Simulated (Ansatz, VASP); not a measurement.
Two plane-wave programs on TaTi4

INCAR

```
ALGO = Normal
EDIFF = 1E-7
ENCUT = 520
GGA = PE
ISIF = 2
ISMEAR = 0
ISPIN = 2
LASPH = T
LCHARG = F
LMAXMIX = 4
LORBIT = 11
LREAL = F
LWAVE = F
MAGMOM = 1 1 1 1 0
NBANDS = 42
NELM = 150
PREC = Accurate
SIGMA = 0.1
```

Contents of KPOINTS:

```
k-points
0
Gamma
  6 6 6
```

The input POSCAR:

```
TaTi4
1.0
   -3.1604509294      3.1604509294      2.1875479439
    3.1604509294     -3.1604509294      2.1875479439
    3.1604509294      3.1604509294     -2.1875479439
Ti Ta
4 1
Direct
    0.0000000000      0.7030119493      0.7030119493
    0.0000000000      0.2969880507      0.2969880507
    0.7030119493      0.0000000000      0.7030119493
    0.2969880507      0.0000000000      0.2969880507
    0.5000000000      0.5000000000      0.0000000000
```

Input for Ansatz:

```yaml
crystal:
  lattice:
    - [-3.1604509294, 3.1604509294, 2.1875479439]
    - [3.1604509294, -3.1604509294, 2.1875479439]
    - [3.1604509294, 3.1604509294, -2.1875479439]
  atoms:
    - { symbol: Ti, position: [0.0, 0.7030119493, 0.7030119493], spin: 1.0 }
    - { symbol: Ti, position: [0.0, 0.2969880507, 0.2969880507], spin: 1.0 }
    - { symbol: Ti, position: [0.7030119493, 0.0, 0.7030119493], spin: 1.0 }
    - { symbol: Ti, position: [0.2969880507, 0.0, 0.2969880507], spin: 1.0 }
    - { symbol: Ta, position: [0.5, 0.5, 0.0] }
basis:
  ecutwfc: 420
kpoints:
  mp_grid: { grid: [6, 6, 6] }
hamiltonian:
  xc: pbe
scf:
  occupations: { method: gaussian, width: 0.1 }
  lower_state_search: "off"
output:
  forces: true
  stress: true
  eigenvalues: true
  populations: true
magnetization:
  spin_polarized: true
```

Alike in both runs: task single point; functional PBE; k mesh 6 × 6 × 6; occupations gaussian, width 0.1 eV; collinear spin.

|  | VASP | Ansatz |
| --- | --- | --- |
| version | VASP 6.6.1 | Ansatz 0.2.0 |
| potentials or method | VASP PAW PBE potentials, release 64 (Ti_sv, Ta_pv), cutoff 520 eV | scalar-relativistic, plane waves, PAW |
| valence electrons in the cell | 59 | 61 |

Ansatz gave:

| Item | Value |
| --- | --- |
| gap on the k mesh at the Fermi level (eV) | none |
| pressure (GPa) | 0.2 |
| traceless stress, the component that is largest in VASP (GPa) | -0.80 |
| rms of the force components (eV/Å) | 0.027 |
| net moment per atom (μB) | 0.00 |

Question: Which values does VASP return?

Answer: gap on the k mesh at the Fermi level (eV): none; pressure (GPa): 0.0; traceless stress, the component that is largest in VASP (GPa): -0.86; rms of the force components (eV/Å): 0.025; net moment per atom (μB): 0.00.

Atom by atom the forces differ by 0.002 eV/Å (rms over components). A gap of «none» marks a metal or a gap that the smearing closes. The functional is the same, so the differences come from potentials, cutoffs and numerics. VASP's potentials hold 59 valence electrons a cell and Ansatz's 61, so a difference there can come from the potentials and not from the codes. Ansatz's warnings: seeded moment not kept.

Neither program's run includes spin-orbit coupling.
